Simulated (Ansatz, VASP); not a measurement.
# One calculation of CoSi2, two programs

```xyz
3
Lattice="0.0000 2.6799 2.6799 2.6799 0.0000 2.6799 2.6799 2.6799 0.0000" Properties=species:S:1:pos:R:3 pbc="T T T"
Co    0.0000    0.0000    0.0000
Si    1.3400    1.1400    1.3400
Si    4.0199    3.8199    4.0199
```

Change from the starting cell: all Si atoms moved -0.200 Å, as atom 2 along Cartesian [0 1 0].

Alike in both runs: task single point; functional PBE; k mesh 16 × 16 × 16; occupations gaussian, width 0.15 eV; no spin polarisation.

|  | VASP | Ansatz |
| --- | --- | --- |
| version | VASP 6.6.1 | Ansatz 0.2.0 |
| potentials or method | VASP PAW PBE potentials, release 64 (Co, Si), cutoff 520 eV | scalar-relativistic, plane waves, PAW |
| valence electrons in the cell | 17 | 25 |

VASP gave:

* gap on the k mesh at the Fermi level (eV): none
* pressure (GPa): 3.1
* traceless stress, the component that is largest in VASP (GPa): -1.23
* rms of the force components (eV/Å): 0.950

**Question.** Which values does Ansatz return?

**Answer.** gap on the k mesh at the Fermi level (eV): none; pressure (GPa): 3.2; traceless stress, the component that is largest in VASP (GPa): -1.19; rms of the force components (eV/Å): 0.945.

Atom by atom the forces differ by 0.005 eV/Å (rms over components). A gap of «none» marks a metal or a gap that the smearing closes. VASP's potentials hold 17 valence electrons a cell and Ansatz's 25, so a difference there can come from the potentials and not from the codes.
